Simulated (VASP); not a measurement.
# Pd (Fm-3m) in VASP: a series of runs, part 3 of 3

VASP 6.6.1.

## Step 4: Single point, PBEsol+D3(BJ)

This run uses another cell than the first one, of 15.05 Å³/atom, 0.981 times its volume.

Contents of INCAR:

```
PREC = Accurate
ENCUT = 520
EDIFF = 1E-7
ISMEAR = -1
SIGMA = 0.05
LREAL = False
LASPH = True
NELM = 60
ALGO = Normal
ISIF = 2
LWAVE = False
LCHARG = True
GGA = PS
IVDW = 12
LELF = True
LVHAR = True
NBANDS = 11
```

Contents of KPOINTS:

```
Automatic mesh
0
Gamma
  12 12 12
```

Contents of POSCAR:

```
Pd
1.0
    0.0000000000      1.9593911042      1.9593911042
    1.9593911042      0.0000000000      1.9593911042
    1.9593911042      1.9593911042      0.0000000000
Pd
1
Direct
    0.0000000000      0.0000000000      0.0000000000
```

Potentials or basis: VASP PAW PBE potentials, release 64 (Pd).

The run is started by

```bash
$ cat potpaw_PBE.64/Pd/POTCAR > POTCAR
$ mpirun -np 1 vasp_std > vasp.out
```

OUTCAR:

```text
PREC = Accurate
   ENCUT = 520
   EDIFF = 1E-7
   ISMEAR = -1
   LREAL = False
   LASPH = True
   NELM = 60
   ISIF = 2
   GGA = PS
   IVDW = 12
 IVDW          = 12

 ion  position               nearest neighbor table
   1  0.000  0.000  0.000-

  LATTYP: Found a face centered cubic cell.
 ALAT       =     3.9187822084

  Lattice vectors:

[... 514 lines left out ...]
      6      12.8087      0.00000
      7      16.6665      0.00000
      8      24.9117      0.00000
      9      27.9467      0.00000
     10      28.8732      0.00000
     11      35.5180      0.00000

 [... further k-points ...]

------------------------ aborting loop because EDIFF is reached ----------------------------------------

 Edisp (eV)   -0.60938

 E8    (eV) :    -0.4068

  FORCE on cell =-STRESS in cart. coord.  units (eV):
  Direction    XX          YY          ZZ          XY          YZ          ZX
  --------------------------------------------------------------------------------------
  -------------------------------------------------------------------------------------
  Total      -1.24937    -1.24937    -1.24937    -0.00000     0.00000     0.00000
  in kB    -133.04787  -133.04787  -133.04787    -0.00000     0.00000     0.00000
  external pressure =     -133.05 kB  Pullay stress =        0.00 kB

 VOLUME and BASIS-vectors are now :
 -----------------------------------------------------------------------------
  energy-cutoff  :      520.00
  volume of cell :       15.05
      direct lattice vectors                 reciprocal lattice vectors
     0.000000000  1.959391104  1.959391104    -0.255181316  0.255181316  0.255181316
     1.959391104  0.000000000  1.959391104     0.255181316 -0.255181316  0.255181316
     1.959391104  1.959391104  0.000000000     0.255181316  0.255181316 -0.255181316

 POSITION                                       TOTAL-FORCE (eV/Angst)
 -----------------------------------------------------------------------------------
      0.00000      0.00000      0.00000         0.000000      0.000000      0.000000
 -----------------------------------------------------------------------------------
    total drift:                               -0.000000     -0.000000     -0.000000

  FREE ENERGIE OF THE ION-ELECTRON SYSTEM (eV)
  ---------------------------------------------------
  free  energy   TOTEN  =        -6.5733907133 eV

  energy  without entropy=       -6.5532209354  energy(sigma->0) =       -6.56330582
```

Run time: 7 s. Hardware: 1 thread of Intel Xeon Platinum 8488C (Sapphire Rapids), shared host; peak memory 0.15 GiB.

What came out:

```
Free energy                : -6.5734 eV
Pressure                   : -13.3 GPa
Band gap on the k mesh     : zero (band 5 reaches 9.56 eV, above the bottom of band 6 at 8.03 eV)
Dispersion energy per atom : -0.609 eV
```

Caveat: the PAW data sets were made with another functional, which shifts forces and pressure a little; pairwise dispersion overbinds metals, which lowers pressure and volume.

## Step 5: Single point, PBEsol+D3(BJ)

Contents of INCAR:

```
SYSTEM = Pd
  ALGO = Fast
  EDIFF = 1E-7
  ENCUT = 520
  GGA = PS
  ISIF = 2
  ISMEAR = -1
  IVDW = 12
  LASPH = .True.
  LCHARG = .False.
  LREAL = .False.
  LWAVE = .False.
  NBANDS = 11
  NELM = 60
  PREC = Accurate
  SIGMA = 0.05
```

Contents of KPOINTS:

```
k-points
0
Gamma
  12 12 12
  0 0 0
```

Contents of POSCAR:

```
Pd
1.0
    0.0000000000      1.9721147795      1.9721147795
    1.9721147795      0.0000000000      1.9721147795
    1.9721147795      1.9721147795      0.0000000000
Pd
1
Direct
    0.0000000000      0.0000000000      0.0000000000
```

Potentials or basis: VASP PAW PBE potentials, release 64 (Pd).

The run is started by

```bash
$ cat potpaw_PBE.64/Pd/POTCAR > POTCAR
$ mpirun -np 1 vasp_std > vasp.out
```

OUTCAR:

```text
SYSTEM = Pd
   EDIFF = 1E-7
   ENCUT = 520
   GGA = PS
   ISIF = 2
   ISMEAR = -1
   IVDW = 12
   LASPH = .True.
   LREAL = .False.
   NELM = 60
   PREC = Accurate
 IVDW          = 12

 ion  position               nearest neighbor table
   1  0.000  0.000  0.000-

  LATTYP: Found a face centered cubic cell.
 ALAT       =     3.9442295590

  Lattice vectors:

 A1 = (   0.0000000000,   1.9721147795,   1.9721147795)
 A2 = (   1.9721147795,   0.0000000000,   1.9721147795)
[... 517 lines left out ...]

 [... further k-points ...]

------------------------ aborting loop because EDIFF is reached ----------------------------------------

 Edisp (eV)   -0.59747

 E8    (eV) :    -0.3989

  FORCE on cell =-STRESS in cart. coord.  units (eV):
  Direction    XX          YY          ZZ          XY          YZ          ZX
  --------------------------------------------------------------------------------------
  -------------------------------------------------------------------------------------
  Total      -1.54217    -1.54217    -1.54217     0.00000     0.00000     0.00000
  in kB    -161.07038  -161.07038  -161.07038     0.00000     0.00000     0.00000
  external pressure =     -161.07 kB  Pullay stress =        0.00 kB

 VOLUME and BASIS-vectors are now :
 -----------------------------------------------------------------------------
  energy-cutoff  :      520.00
  volume of cell :       15.34
      direct lattice vectors                 reciprocal lattice vectors
     0.000000000  1.972114780  1.972114780    -0.253534939  0.253534939  0.253534939
     1.972114780  0.000000000  1.972114780     0.253534939 -0.253534939  0.253534939
     1.972114780  1.972114780  0.000000000     0.253534939  0.253534939 -0.253534939

 POSITION                                       TOTAL-FORCE (eV/Angst)
 -----------------------------------------------------------------------------------
      0.00000      0.00000      0.00000         0.000000      0.000000      0.000000
 -----------------------------------------------------------------------------------
    total drift:                                0.000000      0.000000     -0.000000

  FREE ENERGIE OF THE ION-ELECTRON SYSTEM (eV)
  ---------------------------------------------------
  free  energy   TOTEN  =        -6.5464416726 eV

  energy  without entropy=       -6.5257975083  energy(sigma->0) =       -6.53611959
```

It took 8.3 s on 1 thread of Intel Xeon Platinum 8488C (Sapphire Rapids), shared host; peak memory 0.15 GiB.

Results:

| Item | Value |
| --- | --- |
| Free energy | -6.5464 eV |
| Pressure | -16.1 GPa |
| Band gap on the k mesh | zero (band 5 reaches 9.23 eV, above the bottom of band 6 at 7.75 eV) |
| Dispersion energy per atom | -0.597 eV |

Levels at points of the mesh, in eV from the Fermi level:
```tsv
k point	band 2	band 3	band 4	band 5	band 6	band 7	band 8	band 9
(0.00, 0.00, 0.00)	-2.66	-2.66	-2.66	-1.13	-1.13	17.13	21.68	21.68
(0.50, 0.00, 0.00)	-2.70	-2.70	-0.01	-0.01	1.04	6.98	16.48	20.65
(0.50, 0.50, 0.00)	-4.80	-0.02	0.28	0.28	3.28	10.33	12.93	12.93
```

Caveat: the PAW data sets were made with another functional, which shifts forces and pressure a little; pairwise dispersion overbinds metals, which lowers pressure and volume.

## Step 6: Single point, PBEsol+D3(BJ)

This run uses another cell than the first one, of 15.64 Å³/atom, 1.019 times its volume.

Contents of INCAR:

```
ALGO = Fast ; EDIFF = 1E-6
ENCUT = 520 ; GGA = PS
ISIF = 2 ; ISMEAR = -1
IVDW = 12 ; LASPH = T
LCHARG = F ; LREAL = F
LWAVE = F ; NBANDS = 11
NELM = 80 ; PREC = Accurate
SIGMA = 0.05
```

Contents of KPOINTS:

```
k-points
0
Gamma
  12 12 12
```

Contents of POSCAR:

```
Pd
1.0
    0.0000000000      1.9846763588      1.9846763588
    1.9846763588      0.0000000000      1.9846763588
    1.9846763588      1.9846763588      0.0000000000
Pd
1
Direct
    0.0000000000      0.0000000000      0.0000000000
```

Potentials or basis: VASP PAW PBE potentials, release 64 (Pd).

The run is started by

```bash
$ cat potpaw_PBE.64/Pd/POTCAR > POTCAR
$ mpirun -np 1 vasp_std > vasp.out
```

Run time: 7.1 s. Hardware: 1 thread of Intel Xeon Platinum 8488C (Sapphire Rapids), shared host; peak memory 0.15 GiB.

It converged, with:

| Property | Result |
| --- | --- |
| Free energy | -6.5147 eV |
| Pressure | -18.6 GPa |
| Band gap on the k mesh | zero (band 5 reaches 8.91 eV, above the bottom of band 6 at 7.49 eV) |
| Dispersion energy per atom | -0.586 eV |

Levels at points of the mesh, in eV from the Fermi level:
```tsv
k point	band 1	band 2	band 3	band 4	band 5	band 6	band 7	band 8	band 9	band 10
(0.00, 0.00, 0.00)	-6.77	-2.58	-2.58	-2.58	-1.10	-1.10	17.11	21.55	21.55	21.55
(0.50, 0.00, 0.00)	-4.88	-2.61	-2.61	-0.01	-0.01	1.08	6.83	16.45	20.46	20.46
(0.50, 0.50, 0.00)	-4.92	-4.66	-0.03	0.27	0.27	3.29	10.14	12.82	12.82	20.67
```

Caveat: the PAW data sets were made with another functional, which shifts forces and pressure a little; pairwise dispersion overbinds metals, which lowers pressure and volume.

## Step 7: Overview

```tsv
level	cell	gap on the mesh (eV)	pressure (GPa)
PBE+D4	a = 2.789 Å, angles 60.0°, 1 atom	none	-5.3
PBE+D4	a = 2.807 Å, angles 60.0°, 1 atom	none	-8.1
PBEsol+D3(BJ)	a = 2.771 Å, angles 60.0°, 1 atom	none	-13.3
PBEsol+D3(BJ)	a = 2.789 Å, angles 60.0°, 1 atom	none	-16.1
PBEsol+D3(BJ)	a = 2.807 Å, angles 60.0°, 1 atom	none	-18.6
```

Alike in all rows: task single point; potentials or basis VASP PAW PBE potentials, release 64 (Pd); no spin polarisation; k mesh 12 × 12 × 12; cutoff (eV) 520; smearing fermi-dirac 0.05 eV.

Caveats: pairwise dispersion overbinds metals, which lowers pressure and volume; the PAW data sets were made with another functional, which shifts forces and pressure a little (some runs).

Total energies depend on the potentials used, so only differences within one code and one set of settings carry meaning.
